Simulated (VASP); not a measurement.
# Fe (Im-3m) in VASP: notebook, part 2 of 2

VASP 6.6.1. Earlier steps stand in the parts before.

## (3) Relaxation of cell and atoms, PBE, collinear spin, ferromagnetic start, target pressure 19 GPa, at which the enthalpy is minimised

The input, INCAR:

```
PREC     = Accurate       # precision mode
ENCUT    = 600            # plane-wave cutoff, eV
EDIFF    = 1E-6           # SCF threshold, eV
ISMEAR   = -1             # smearing method
SIGMA    = 0.05           # smearing width, eV
LREAL    = F              # projectors in reciprocal space
LASPH    = T              # aspherical terms in the spheres
NELM     = 150            # most SCF steps
ALGO     = Normal         # electronic algorithm
ISIF     = 3              # what is computed and relaxed
LWAVE    = F              # write WAVECAR
LCHARG   = F              # write CHGCAR
ISPIN    = 2              # spin polarisation
MAGMOM   = 2.5            # initial moments
LORBIT   = 11             # projections on sites
LMAXMIX  = 4              # l up to which the mixer works
GGA      = PE             # functional
IBRION   = 2              # ionic algorithm
NSW      = 60             # ionic steps
EDIFFG   = -0.005         # ionic threshold
PSTRESS  = 190.0
```

The input, KPOINTS:

```
Automatic mesh
0
Gamma
  19 19 19
```

The input, POSCAR:

```
Fe
1.0
   -1.3783355342      1.3783355342      1.3783355342
    1.3783355342     -1.3783355342      1.3783355342
    1.3783355342      1.3783355342     -1.3783355342
Fe
1
Direct
    0.0000000000      0.0000000000      0.0000000000
```

Potentials or basis: VASP PAW PBE potentials, release 64 (Fe).

On the command line:

```console
> cat potpaw_PBE.64/Fe/POTCAR > POTCAR
> mpirun -np 1 vasp_std > vasp.out
```

OUTCAR:

```text
PREC = Accurate
   ENCUT = 600
   EDIFF = 1E-6
   ISMEAR = -1
   LREAL = F
   LASPH = T
   NELM = 150
   ISIF = 3
   ISPIN = 2
   LORBIT = 11
   GGA = PE
   IBRION = 2
   NSW = 60
   EDIFFG = -0.005
   PSTRESS = 190.0

 ion  position               nearest neighbor table
   1  0.000  0.000  0.000-

  LATTYP: Found a body centered cubic cell.
 ALAT       =     2.7566710684

  Lattice vectors:

 A1 = (  -1.3783355342,   1.3783355342,   1.3783355342)
 A2 = (   1.3783355342,  -1.3783355342,   1.3783355342)
 A3 = (   1.3783355342,   1.3783355342,  -1.3783355342)

Analysis of symmetry for initial positions (statically):
=====================================================================
 Subroutine PRICEL returns:
 Original cell was already a primitive cell.

 Routine SETGRP: Setting up the symmetry group for a
 body centered cubic supercell.

 Subroutine GETGRP returns: Found 48 space group operations
 (whereof 48 operations were pure point group operations)
 out of a pool of 48 trial point group operations.

The static configuration has the point symmetry O_h .

Analysis of symmetry for dynamics (positions and initial velocities):
=====================================================================
 Subroutine PRICEL returns:
 Original cell was already a primitive cell.
[... 176 lines left out ...]
  Total        1.1860795      1.1860795      1.1860795      0.0000000      0.0000000     -0.0000000
  in kB      181.4260099    181.4260099    181.4260099      0.0000000      0.0000000     -0.0000000
  external PRESSURE =      -8.5739901 kB  Pullay stress =     190.0000000 kB
[... 61 lines left out ...]
--------------------------------------- Ionic step        3  -------------------------------------------

 number of electron       7.9999995 magnetization       2.0376614

 Free energy of the ion-electron system (eV)
  ---------------------------------------------------
  ext. energy  EPLUGINS =         0.00000000
  ---------------------------------------------------
  free energy    TOTEN  =        -8.19486345 eV

  energy without entropy =       -8.18619486  energy(sigma->0) =       -8.19052916

 E-fermi :   6.7863     XC(G=0): -13.6020

 val. band max:        6.7775692927   @ k =  -0.2105   0.2105   0.1579
 cond. band min:       6.7867748043   @ k =  -0.3158   0.3684   0.2632
 fundamental gap:      0.0092055115
 Fermi energy:         6.7862502019

 spin component 1

 k-point     1 :       0.0000    0.0000    0.0000
  band No.  band energies     occupation
      1      -2.2095      1.00000
      2       4.2857      1.00000
      3       4.2857      1.00000
      4       4.2857      1.00000
      5       5.6611      1.00000
      6       5.6611      1.00000
      7      32.5715      0.00000
      8      32.5715      0.00000
      9      32.5715      0.00000
[... 265 lines left out ...]
 k-point    24 :       0.3158    0.1053    0.0000
  band No.  band energies     occupation
      1       1.5520      1.00000
      2       3.2594      1.00000
      3       4.4846      1.00000
      4       5.6328      1.00000
      5       6.0385      1.00000
      6       7.4962      0.00000
      7      18.3544      0.00000
      8      24.7217      0.00000
      9      28.4174      0.00000

 [... further k-points ...]

 spin component 2

 k-point     1 :       0.0000    0.0000    0.0000
  band No.  band energies     occupation
      1      -2.0231      1.00000
      2       6.0230      1.00000
      3       6.0231      1.00000
      4       6.0231      1.00000
      5       8.2971      0.00000
      6       8.2973      0.00000
      7      32.3705      0.00000
      8      32.3705      0.00000
      9      32.3705      0.00000
[... 308 lines left out ...]
  energy  without entropy=       -8.1861948649  energy(sigma->0) =       -8.19052916

  enthalpy is  TOTEN    =        -6.9562295643 eV   P V=        1.2386338837

 reached required accuracy - stopping structural energy minimisation

 total charge

# of ion       s       p       d       tot
------------------------------------------
    1        0.525   0.621   6.312   7.458

 magnetization (x)

# of ion       s       p       d       tot
------------------------------------------
    1       -0.013  -0.055   2.087   2.020
```

CONTCAR:

```text
Fe
   1.00000000000000
    -1.3770402950466849    1.3770402950466849    1.3770402950466849
     1.3770402950466849   -1.3770402950466849    1.3770402950466849
     1.3770402950466849    1.3770402950466849   -1.3770402950466849
  Fe
     1
Direct
     0.0000000000000000    0.0000000000000000    0.0000000000000000

  0.00000000E+00  0.00000000E+00  0.00000000E+00
```

It took 36 s on 1 thread of Intel Xeon 6975P-C (Granite Rapids), shared host; peak memory 0.17 GiB.

What came out:

```yaml
Free_energy: -8.1949 eV
Relaxed_volume: 10.44 Å³/atom
Relaxed_cell: a = 2.385 Å, b = 2.385 Å, c = 2.385 Å, α = 109.47°, β = 109.47°, γ = 109.47°
Space_group_after_relaxing_to_0.1_Å: Im-3m (No. 229)
Energy_change_on_relaxing_the_run_minimises_the_enthalpy: +3.4 meV/atom
Ionic_steps: 3
Pressure_after_relaxing: 19.0 GPa
Band_gap_on_the_k_mesh: zero (filled and empty bands overlap)
Net_moment: 2.04 μB per cell
Site_moments: Fe +2.02 μB
Valence_electrons_inside_the_program's_atomic_spheres: Fe 7.46
```

Step by step:
```
step  energy change (eV)  largest force (eV/Å)  pressure (GPa)  volume (Å³)
   1              0.0000                0.0000           18.14        10.47
   2              0.0102                0.0000           20.41        10.39
   3              0.0034                0.0000           19.04        10.44
```

Final structure:
```
Fe
1.0
    -1.37704    1.37704    1.37704
     1.37704   -1.37704    1.37704
     1.37704    1.37704   -1.37704
Fe
1
Direct
  0.00000 0.00000 0.00000
```

Caveat: the cell is relaxed towards a set pressure, so the run minimises the enthalpy, not the energy.

## (4) Relaxation of cell and atoms, PBE, collinear spin, ferromagnetic start

This run uses another cell than the first one, of 11.36 Å³/atom.

The input, INCAR:

```
PREC = Accurate
ENCUT = 600
EDIFF = 1E-7
ISMEAR = -1
SIGMA = 0.05
LREAL = F
LASPH = T
NELM = 150
ALGO = Normal
ISIF = 3
LWAVE = F
LCHARG = F
ISPIN = 2
MAGMOM = 2.5
LORBIT = 11
LMAXMIX = 4
GGA = PE
IBRION = 2
NSW = 60
EDIFFG = -0.005
```

KPOINTS is that of step 3.

The input, POSCAR:

```
Fe
1.0
   -1.4163059443      1.4163059443      1.4163059443
    1.4163059443     -1.4163059443      1.4163059443
    1.4163059443      1.4163059443     -1.4163059443
Fe
1
Direct
    0.0000000000      0.0000000000      0.0000000000
```

On the command line:

```console
> cat potpaw_PBE.64/Fe/POTCAR > POTCAR
> mpirun -np 1 vasp_std > vasp.out
```

It took 40 s on 1 thread of Intel Xeon 6975P-C (Granite Rapids), shared host; peak memory 0.17 GiB.

Results (log left out):

* Free energy: -8.2460 eV
* Relaxed volume: 11.36 Å³/atom
* Relaxed cell: a = 2.453 Å, b = 2.453 Å, c = 2.453 Å, α = 109.47°, β = 109.47°, γ = 109.47°
* Space group after relaxing (to 0.1 Å): Im-3m (No. 229)
* Energy gained by relaxing: 0.0 meV/atom
* Ionic steps: 3
* Pressure after relaxing: 0.0 GPa
* Net moment: 2.20 μB per cell
* Site moments: Fe +2.20 μB
* Valence electrons inside the program's atomic spheres: Fe 7.27

Final structure:
```
Fe
1.0
    -1.41600    1.41600    1.41600
     1.41600   -1.41600    1.41600
     1.41600    1.41600   -1.41600
Fe
1
Direct
  0.00000 0.00000 0.00000
```

Levels at points of the mesh, in eV from the Fermi level:
Spin up:
```
           k point  band 1  band 2  band 3  band 4  band 5  band 6  band 7  band 8  band 9
(0.00, 0.00, 0.00)   -8.44   -2.31   -2.31   -2.31   -1.09   -1.09   25.02   25.02   25.02
```
Spin down:
```tsv
k point	band 1	band 2	band 3	band 4	band 5	band 6	band 7
(0.00, 0.00, 0.00)	-8.27	-0.39	-0.39	-0.39	1.66	1.66	24.77
```

## (5) Overview

```csv
cell,gap on the mesh (eV),pressure (GPa),moment (μB)
"relaxed to 19 GPa from a = 2.386 Å, angles 109.5°, 1 atom",none,19.0,2.04
"relaxed to 19 GPa from a = 2.387 Å, angles 109.5°, 1 atom",none,19.0,2.04
"relaxed from a = 2.453 Å, angles 109.5°, 1 atom",none,0.0,2.20
```

Alike in all rows: task relaxation of cell and atoms; level PBE; potentials or basis VASP PAW PBE potentials, release 64 (Fe); spin collinear, ferromagnetic start; k mesh 19 × 19 × 19; cutoff (eV) 600; smearing fermi-dirac 0.05 eV.

Caveats: the cell is relaxed towards a set pressure, so the run minimises the enthalpy, not the energy (at least some runs).

Total energies depend on the potentials used, so only differences within one code and one set of settings carry meaning.
